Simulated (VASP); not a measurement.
Ir, 1 atom in the cell. The structure is cubic, space group Fm-3m (No. 225). Conventional cell: a = 3.830 Å, b = 3.830 Å, c = 3.830 Å, α = 90.00°, β = 90.00°, γ = 90.00°. Within 3.6 Å of Ir (site symmetry m-3m) lie 12 Ir at 2.71 Å. 

| Quantity | Value |
| --- | --- |
| Program | VASP 6.6.1 |
| Task | single point |
| Functional | PBEsol |
| Potentials or basis | VASP PAW PBE potentials, release 64 (Ir_sv_GW) |
| Cutoff | 560 eV |
| k mesh | 24 × 24 × 24 |
| Occupations | fermi-dirac, width 0.05 eV |
| Spin | no spin polarisation |
| Dipole correction | no |
| Further INCAR settings | ALGO = Normal; EDIFF = 1e-06; NBANDS = 14 |

Potentials or basis: VASP PAW PBE potentials, release 64 (Ir_sv_GW).

Launch:

```sh
$ cat potpaw_PBE.64/Ir_sv_GW/POTCAR > POTCAR
$ mpirun -np 1 vasp_std > vasp.out
```

Hardware: 1 thread of Intel(R) Xeon(R) Platinum 8488C (Sapphire Rapids), on a shared host.

Estimate the wall time of this run.

It took 40 s on 1 thread of Intel(R) Xeon(R) Platinum 8488C (Sapphire Rapids), on a shared host, peak memory 0.22 GiB. Counts: scf iterations 12, k points 413.
